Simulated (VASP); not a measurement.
A run of VASP 6.6.1:

File INCAR:

```
SYSTEM = B3Ru5
PREC = Accurate
ENCUT = 500
EDIFF = 1E-7
ISMEAR = 0
SIGMA = 0.1
LREAL = .FALSE.
LASPH = .TRUE.
NELM = 120
ALGO = Normal
ISIF = 4
LWAVE = .FALSE.
LCHARG = .FALSE.
GGA = PE
IBRION = 2
NSW = 50
EDIFFG = -0.01
GGA_COMPAT = .FALSE.
NELMIN = 4
```

File KPOINTS:

```
Automatic mesh
0
G
  12 12 4
  0 0 0
```

POSCAR

```
B3Ru5
1.0
    2.7034650640      0.0000000000      0.0000000000
   -1.3517325320      2.3412694237      0.0000000000
    0.0000000000      0.0000000000     12.3723007505
B Ru
3 5
Direct
    0.3333333333      0.6666666667      0.7264293307
    0.3333333333      0.6666666667      0.5000000000
    0.3333333333      0.6666666667      0.2735706693
    0.0000000000      0.0000000000      0.8351899572
    0.0000000000      0.0000000000      0.3878740111
    0.0000000000      0.0000000000      0.6121259889
    0.0000000000      0.0000000000      0.1648100428
    0.3333333333      0.6666666667      0.0000000000
```

Potentials or basis: VASP PAW PBE potentials, release 64 (B, Ru_pv).

The run is started by

```console
$ cat potpaw_PBE.64/B/POTCAR potpaw_PBE.64/Ru_pv/POTCAR > POTCAR
$ mpirun -np 1 vasp_std > vasp.out
```

Hardware: 1 thread of Intel Xeon 8259CL, with other jobs on the host.

Question: How long does it take, and how much memory?

Answer: Run time: 20 min on 1 thread of Intel Xeon 8259CL (shared host), peak memory 0.28 GiB. Counts: scf iterations 44, k points 57, ion steps 4.
